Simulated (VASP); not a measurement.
# Be (Fd-3m) in VASP: notebook

Runs on Be. Level: LDA. Tasks: relaxation of cell and atoms, single point.

Program: VASP 6.6.1. These are calculated values, not measurements. Logs are shortened: lines on timing, memory, paths and dates and some standing lists are left out, and cuts for length are marked.

**1. The cell of the first run**

The structure is cubic, space group Fd-3m (No. 227). Conventional cell: a = 3.393 Å, b = 3.393 Å, c = 3.393 Å, α = 90.00°, β = 90.00°, γ = 90.00°. Within 2.0 Å of Be (site symmetry -43m) lie 4 Be at 1.47 Å.

**2. Relaxation of cell and atoms, LDA, target pressure 160 GPa, at which the enthalpy is minimised**

The input, INCAR:

```
SYSTEM = Be
PREC = Accurate ; ENCUT = 600
EDIFF = 1E-7 ; ISMEAR = -1
SIGMA = 0.05 ; LREAL = .False.
LASPH = .True. ; NELM = 80
ALGO = Normal ; ISIF = 3
LWAVE = .False. ; LCHARG = .False.
IBRION = 2 ; NSW = 60
EDIFFG = -0.005 ; PSTRESS = 1600.0
```

The input, KPOINTS:

```
regular mesh
0
Gamma
  18 18 18
  0 0 0
```

The input, POSCAR:

```
Be
1.0
    0.0000000000      1.6966834682      1.6966834682
    1.6966834682      0.0000000000      1.6966834682
    1.6966834682      1.6966834682      0.0000000000
Be
2
Direct
   -0.1250000000     -0.1250000000     -0.1250000000
    0.1250000000      0.1250000000      0.1250000000
```

Potentials or basis: VASP PAW LDA potentials, release 64 (Be).

Run with:

```console
cat potpaw_LDA.64/Be/POTCAR > POTCAR
mpirun -np 1 vasp_std > vasp.out
```

OUTCAR:

```text
SYSTEM = Be
   PREC = Accurate
   ENCUT = 600
   EDIFF = 1E-7
   ISMEAR = -1
   LREAL = .False.
   LASPH = .True.
   NELM = 80
   ISIF = 3
   IBRION = 2
   NSW = 60
   EDIFFG = -0.005
   PSTRESS = 1600.0

 ion  position               nearest neighbor table
   1  0.875  0.875  0.875-   2 1.47   2 1.47   2 1.47   2 1.47
   2  0.125  0.125  0.125-   1 1.47   1 1.47   1 1.47   1 1.47

  LATTYP: Found a face centered cubic cell.
 ALAT       =     3.3933669364

  Lattice vectors:

 A1 = (   0.0000000000,   1.6966834682,   1.6966834682)
 A2 = (   1.6966834682,   0.0000000000,   1.6966834682)
 A3 = (   1.6966834682,   1.6966834682,   0.0000000000)

Analysis of symmetry for initial positions (statically):
=====================================================================
 Subroutine PRICEL returns:
 Original cell was already a primitive cell.

 Routine SETGRP: Setting up the symmetry group for a
 face centered cubic supercell.

 Subroutine GETGRP returns: Found 48 space group operations
 (whereof 12 operations were pure point group operations)
 out of a pool of 48 trial point group operations.

The static configuration has the point symmetry D_3d.
 The point group associated with its full space group is O_h .

Analysis of symmetry for dynamics (positions and initial velocities):
=====================================================================
 Subroutine PRICEL returns:
 Original cell was already a primitive cell.

 Routine SETGRP: Setting up the symmetry group for a
 face centered cubic supercell.

 Subroutine GETGRP returns: Found 48 space group operations
 (whereof 12 operations were pure point group operations)
 out of a pool of 48 trial point group operations.

The dynamic configuration has the point symmetry D_3d.
 The point group associated with its full space group is O_h .

 Subroutine INISYM returns: Found 48 space group operations
 (whereof 12 operations are pure point group operations),
 and found     1 'primitive' translations

----------------------------------------------------------------------------------------

                                     Primitive cell

  volume of cell :       9.7686

  direct lattice vectors                    reciprocal lattice vectors
     0.000000000  1.696683468  1.696683468    -0.294692563  0.294692563  0.294692563
     1.696683468  0.000000000  1.696683468     0.294692563 -0.294692563  0.294692563
     1.696683468  1.696683468  0.000000000     0.294692563  0.294692563 -0.294692563

  length of vectors
     2.399472772  2.399472772  2.399472772     0.510422492  0.510422492  0.510422492

  position of ions in fractional coordinates (direct lattice)
     0.875000000  0.875000000  0.875000000
     0.125000000  0.125000000  0.125000000

  ion indices of the primitive-cell ions
   primitive index   ion index
                 1           1
                 2           2

----------------------------------------------------------------------------------------

 KPOINTS: regular mesh

Automatic generation of k-mesh.
 Grid dimensions read from file:
 generate k-points for:   18   18   18

 Generating k-lattice:

  Cartesian coordinates                     Fractional coordinates (reciprocal lattice)
    -0.016371809  0.016371809  0.016371809     0.055555556  0.000000000  0.000000000
     0.016371809 -0.016371809  0.016371809     0.000000000  0.055555556  0.000000000
     0.016371809  0.016371809 -0.016371809     0.000000000  0.000000000  0.055555556

  Length of vectors
     0.028356805  0.028356805  0.028356805

  Shift w.r.t. Gamma in fractional coordinates (k-lattice)
     0.000000000  0.000000000  0.000000000

 Subroutine IBZKPT returns following result:
 ===========================================

 Found    195 irreducible k-points:

 Following reciprocal coordinates:
            Coordinates               Weight
  0.000000  0.000000  0.000000      1.000000
  0.055556  0.000000  0.000000      8.000000
  0.111111  0.000000  0.000000      8.000000
  0.166667  0.000000  0.000000      8.000000
  0.222222  0.000000  0.000000      8.000000
  0.277778  0.000000  0.000000      8.000000
[... 16 lines left out ...]
 -0.277778  0.055556  0.000000     24.000000
 -0.222222  0.055556  0.000000     24.000000
 [... further k-points ...]
   k-points           NKPTS =    195   k-points in BZ     NKDIM =    195   number of bands    NBANDS=      6
   number of dos      NEDOS =    301   number of ions     NIONS =      2
   total plane-waves  NPLWV =   8000
   dimension x,y,z NGX =    20 NGY =   20 NGZ =   20
   dimension x,y,z NGXF=    40 NGYF=   40 NGZF=   40
   ions per type =               2
   NGX,Y,Z   is equivalent  to a cutoff of  13.86, 13.86, 13.86 a.u.
   NGXF,Y,Z  is equivalent  to a cutoff of  27.71, 27.71, 27.71 a.u.
 SYSTEM =  Be
   PREC   = accura    normal or accurate (medium, high low for compatibility)
   ISTART =      0    job   : 0-new  1-cont  2-samecut
   ICHARG =      2    charge: 1-file 2-atom 10-const
   ISPIN  =      1    spin polarized calculation?
   LNONCOLLINEAR =      F non collinear calculations
   LSORBIT =      F    spin-orbit coupling
   LASPH  =      T    aspherical Exc in radial PAW
   ENCUT  =  600.0 eV  44.10 Ry    6.64 a.u.   4.79  4.79  4.79*2*pi/ulx,y,z
   NELM   =     80;   NELMIN=  2; NELMDL= -5     # of ELM steps
   EDIFF  = 0.1E-06   stopping-criterion for ELM
   LREAL  =      F    real-space projection
   EDIFFG = -.5E-02   stopping-criterion for IOM
   NSW    =     60    number of steps for IOM
   IBRION =      2    ionic relax: 0-MD 1-quasi-New 2-CG
   NFREE  =      1    steps in history (QN), initial steepest desc. (CG)
   ISIF   =      3    stress and relaxation
   ISYM   =      2    0-nonsym 1-usesym 2-fastsym
   POTIM  = 0.5000    time-step for ionic-motion
   TEBEG  =    0.0;   TEEND  =   0.0 temperature during run
   PSTRESS= 1600.0 pullay stress
   NELECT =       4.0000    total number of electrons
   NUPDOWN=      -1.0000    fix difference up-down
   EMIN   =  10.00;   EMAX   =-10.00  energy-range for DOS
   EFERMI =   0.00;   METHOD = LEGACY
   ISMEAR =    -1;   SIGMA  =   0.05  broadening in eV -4-tet -1-fermi 0-gaus
   EFERMI_NEDOS =   21; number of points for ismear=-14 and -15
   IALGO  =     38    algorithm
   IMIX   =      4    mixing-type and parameters
     AMIX     =   0.40;   BMIX     =  1.00
     AMIX_MAG =   1.60;   BMIX_MAG =  1.00
  volume/ion in A,a.u.               =       4.88        32.96
  Fermi-wavevector in a.u.,A,eV,Ry     =   1.215675  2.297292 20.107570  1.477865
  Thomas-Fermi vector in A             =   2.351054
   LORBIT       =      0    0 simple, 1 ext, 2 COOP (PROOUT), +10 PAW based schemes
   GGA     = CA    functional components
   LHFCALC =     F    Hartree Fock is set to
   AEXX    =    0.0000 exact exchange contribution
   IVDW    =     0    specifies the selected vdW correction
   LEPSILON=     F    determine dielectric tensor
   LRPA    =     F    only Hartree local field effects (RPA)
 conjugate gradient relaxation of ions
 non-spin polarized calculation
  energy-cutoff  :      600.00
  volume of cell :        9.77
 maximum number of plane-waves:       335
   NGX =  9   NGY =  9   NGZ =  9

--------------------------------------- Ionic step        1  -------------------------------------------

 number of electron       4.0000000 magnetization

 Free energy of the ion-electron system (eV)
  ---------------------------------------------------
  ext. energy  EPLUGINS =         0.00000000
  ---------------------------------------------------
  free energy    TOTEN  =         2.51524500 eV

  energy without entropy =        2.52283680  energy(sigma->0) =        2.51904090

 E-fermi :  11.0177     XC(G=0): -12.2817

 val. band max:       11.0146773079   @ k =   0.5000   0.4444   0.0000
 cond. band min:      11.0202041719   @ k =   0.5000   0.3889   0.0556
 fundamental gap:      0.0055268641
 Fermi energy:        11.0177121177

 k-point     1 :       0.0000    0.0000    0.0000
  band No.  band energies     occupation
      1      -1.9580      2.00000
      2      20.6660      0.00000
      3      20.6660      0.00000
      4      20.6660      0.00000
      5      24.4573      0.00000
      6      24.4573      0.00000
[... 199 lines left out ...]
 k-point    24 :      -0.2222    0.0556    0.0000
  band No.  band energies     occupation
      1      -0.7167      2.00000
      2      12.9384      0.00000
      3      16.7633      0.00000
      4      18.6999      0.00000
      5      26.5737      0.00000
      6      28.1039      0.00000

 [... further k-points ...]
[... 5 lines left out ...]
  --------------------------------------------------------------------------------------
  -------------------------------------------------------------------------------------
  Total       17.1829188     17.1829188     17.1829188      0.0000000     -0.0000000     -0.0000000
  in kB     2818.2209550   2818.2209550   2818.2209550      0.0000000     -0.0000000     -0.0000000
  external PRESSURE =    1218.2209550 kB  Pullay stress =    1600.0000000 kB
[... 97 lines left out ...]
  energy  without entropy=       -0.7860932436  energy(sigma->0) =       -0.78931507

  enthalpy is  TOTEN    =        11.4784977095 eV   P V=       12.2710345967

[... ionic steps 4 to 14 ...]

--------------------------------------- Ionic step       15  -------------------------------------------

 number of electron       4.0000000 magnetization

------------------------ aborting loop because EDIFF is reached ----------------------------------------
[... 71 lines left out ...]
--------------------------------------- Ionic step       17  -------------------------------------------

 number of electron       4.0000000 magnetization

 Free energy of the ion-electron system (eV)
  ---------------------------------------------------
  ext. energy  EPLUGINS =         0.00000000
  ---------------------------------------------------
  free energy    TOTEN  =        -0.62922552 eV

  energy without entropy =       -0.62269344  energy(sigma->0) =       -0.62595948

 E-fermi :   8.4277     XC(G=0): -11.4691

 val. band max:        8.4218422565   @ k =   0.4444   0.3889   0.0556
 cond. band min:       8.4393710550   @ k =  -0.2222   0.2222   0.0556
 fundamental gap:      0.0175287985
 Fermi energy:         8.4276714511

 k-point     1 :       0.0000    0.0000    0.0000
  band No.  band energies     occupation
      1      -3.2203      2.00000
      2      16.8701      0.00000
      3      16.8701      0.00000
      4      16.8701      0.00000
      5      20.4003      0.00000
      6      20.4003      0.00000
[... 199 lines left out ...]
 k-point    24 :      -0.2222    0.0556    0.0000
  band No.  band energies     occupation
      1      -1.9614      2.00000
      2      10.1057      0.00000
      3      13.5838      0.00000
      4      15.1991      0.00000
      5      22.2523      0.00000
      6      23.5257      0.00000

 [... further k-points ...]
[... 5 lines left out ...]
  --------------------------------------------------------------------------------------
  -------------------------------------------------------------------------------------
  Total       12.1048243     12.1048243     12.1048243      0.0000000     -0.0000000      0.0000000
  in kB     1600.0318758   1600.0318758   1600.0318758      0.0000000     -0.0000000      0.0000000
  external PRESSURE =       0.0318758 kB  Pullay stress =    1600.0000000 kB
[... 21 lines left out ...]
  energy  without entropy=       -0.6226934356  energy(sigma->0) =       -0.62595948

  enthalpy is  TOTEN    =        11.4753576508 eV   P V=       12.1045831753

 reached required accuracy - stopping structural energy minimisation
```

It took 34 s on 1 thread of Intel Xeon 6975P-C (Granite Rapids), shared host; peak memory 0.12 GiB.

Results:

| Item | Value |
| --- | --- |
| Free energy | -0.6292 eV |
| Relaxed volume | 6.06 Å³/atom |
| Relaxed cell | a = 2.578 Å, b = 2.578 Å, c = 2.578 Å, α = 60.00°, β = 60.00°, γ = 60.00° |
| Space group after relaxing (to 0.05 Å) | Fd-3m (No. 227) |
| Energy change on relaxing (the enthalpy is what falls) | -1572.2 meV/atom |
| Ionic steps | 17 |
| Pressure after relaxing | 160.0 GPa |
| Band gap on the k mesh | zero (band 2 reaches 16.87 eV, above the bottom of band 3 at 7.01 eV) |

Step by step:
| step | energy change (eV) | largest force (eV/Å) | pressure (GPa) | volume (Å³) |
| --- | --- | --- | --- | --- |
| 1 | 0.0000 | 0.0000 | 281.82 | 9.77 |
| 2 | -5.7468 | 0.0000 | 68.24 | 16.02 |
| 3 | -3.3078 | 0.0000 | 154.00 | 12.29 |
| 4 | -3.1536 | 0.0000 | 159.67 | 12.13 |
| 5 | -3.1029 | 0.0000 | 161.53 | 12.08 |
| 6 | -3.1043 | 0.0000 | 161.48 | 12.08 |
| 7 | -3.1084 | 0.0000 | 161.33 | 12.09 |
| 8 | -3.1085 | 0.0000 | 161.33 | 12.09 |
| 9 | -3.1086 | 0.0000 | 161.32 | 12.09 |
| 10 | -3.1088 | 0.0000 | 161.31 | 12.09 |
| 11 | -3.1093 | 0.0000 | 161.29 | 12.09 |
| 12 | -3.1103 | 0.0000 | 161.26 | 12.09 |
| 13 | -3.1122 | 0.0000 | 161.19 | 12.09 |
| 14 | -3.1161 | 0.0000 | 161.05 | 12.09 |
| 15 | -3.1238 | 0.0000 | 160.76 | 12.10 |
| 16 | -3.1391 | 0.0000 | 160.20 | 12.12 |
| 17 | -3.1445 | 0.0000 | 160.00 | 12.12 |

Final structure:
```
Be
1.0
     0.00000    1.82321    1.82321
     1.82321    0.00000    1.82321
     1.82321    1.82321    0.00000
Be
2
Direct
  0.87500 0.87500 0.87500
  0.12500 0.12500 0.12500
```

Caveat: the cell is relaxed towards a set pressure, so the enthalpy falls and the energy may rise; the volume moved by over 15 % at a fixed basis, so the end points are rough.

**3. Relaxation of cell and atoms, LDA, target pressure 160 GPa, at which the enthalpy is minimised**

This run uses another cell than the first one, of 6.04 Å³/atom, 1.236 times its volume.

The input, INCAR:

```
PREC = Accurate
ENCUT = 600
EDIFF = 1E-6
ISMEAR = -1
SIGMA = 0.05
LREAL = F
LASPH = T
NELM = 80
ALGO = Normal
ISIF = 3
LWAVE = F
LCHARG = F
IBRION = 2
NSW = 32
EDIFFG = -0.005
PSTRESS = 1600.0
```

The input, KPOINTS:

```
regular mesh
0
Gamma
  18 18 18
```

The input, POSCAR:

```
Be
1.0
    0.0000000000      1.8209640268      1.8209640268
    1.8209640268      0.0000000000      1.8209640268
    1.8209640268      1.8209640268      0.0000000000
Be
2
Direct
   -0.1250000000     -0.1250000000     -0.1250000000
    0.1250000000      0.1250000000      0.1250000000
```

Potentials or basis: VASP PAW LDA potentials, release 64 (Be).

Run with:

```console
cat potpaw_LDA.64/Be/POTCAR > POTCAR
mpirun -np 1 vasp_std > vasp.out
```

It took 10 s on 1 thread of Intel Xeon 6975P-C (Granite Rapids), shared host; peak memory 0.13 GiB.

Results (log left out):

* Free energy: -0.6300 eV
* Relaxed volume: 6.06 Å³/atom
* Relaxed cell: a = 2.578 Å, b = 2.578 Å, c = 2.578 Å, α = 60.00°, β = 60.00°, γ = 60.00°
* Space group after relaxing (to 0.05 Å): Fd-3m (No. 227)
* Energy change on relaxing (the enthalpy is what falls): -22.8 meV/atom
* Ionic steps: 3
* Pressure after relaxing: 160.0 GPa
* Band gap on the k mesh: zero (band 2 reaches 16.87 eV, above the bottom of band 3 at 7.01 eV)

The path:
| step | energy change (eV) | largest force (eV/Å) | pressure (GPa) | volume (Å³) |
| --- | --- | --- | --- | --- |
| 1 | 0.0000 | 0.0000 | 161.67 | 12.08 |
| 2 | -0.1103 | 0.0000 | 157.62 | 12.19 |
| 3 | -0.0455 | 0.0000 | 160.00 | 12.12 |

Final structure:
```xyz
2
Lattice="0.0000 1.8232 1.8232 1.8232 0.0000 1.8232 1.8232 1.8232 0.0000" Properties=species:S:1:pos:R:3 pbc="T T T"
Be    3.1907    3.1907    3.1907
Be    0.4558    0.4558    0.4558
```

Levels at points of the mesh, in eV from the Fermi level:
```
           k point  band 1  band 2  band 3  band 4  band 5
(0.00, 0.00, 0.00)  -11.65    8.44    8.44    8.44   11.97
(0.50, 0.00, 0.00)   -7.81   -3.79    5.01    5.01   13.26
(0.50, 0.50, 0.00)   -3.90   -3.90    0.21    0.21   11.41
```

Caveat: the cell is relaxed towards a set pressure, so the enthalpy falls and the energy may rise.

**4. Single point, LDA**

This run uses another cell than the first one, of 6.04 Å³/atom, 1.236 times its volume.

The input, INCAR:

```
SYSTEM = Be
  PREC = Accurate
  ENCUT = 520
  EDIFF = 1E-6
  ISMEAR = -1
  SIGMA = 0.05
  LREAL = .False.
  LASPH = .True.
  NELM = 80
  ALGO = Normal
  ISIF = 2
  LWAVE = .False.
  LCHARG = .False.
  GGA = CA
  NBANDS = 9
```

The input, KPOINTS:

```
regular mesh
0
Gamma
  18 18 18
  0 0 0
```

POSCAR is that of step 3.

Run with:

```console
cat potpaw_LDA.64/Be/POTCAR > POTCAR
mpirun -np 1 vasp_std > vasp.out
```

Run time: 8 s. Hardware: 1 thread of Intel Xeon Platinum 8559C (Emerald Rapids), shared host; peak memory 0.12 GiB.

Results (log left out):

```
Free energy            : -0.5843 eV
Pressure               : 161.7 GPa
Band gap on the k mesh : zero (band 2 reaches 16.93 eV, above the bottom of band 3 at 7.05 eV)
```

Levels at points of the mesh, in eV from the Fermi level:
| k point | band 1 | band 2 | band 3 | band 4 | band 5 | band 6 |
| --- | --- | --- | --- | --- | --- | --- |
| (0.00, 0.00, 0.00) | -11.67 | 8.46 | 8.46 | 8.46 | 12.00 | 12.00 |
| (0.50, 0.00, 0.00) | -7.83 | -3.79 | 5.02 | 5.02 | 13.29 | 13.29 |
| (0.50, 0.50, 0.00) | -3.91 | -3.91 | 0.20 | 0.20 | 11.44 | 11.44 |

[end of part 1 of 2]
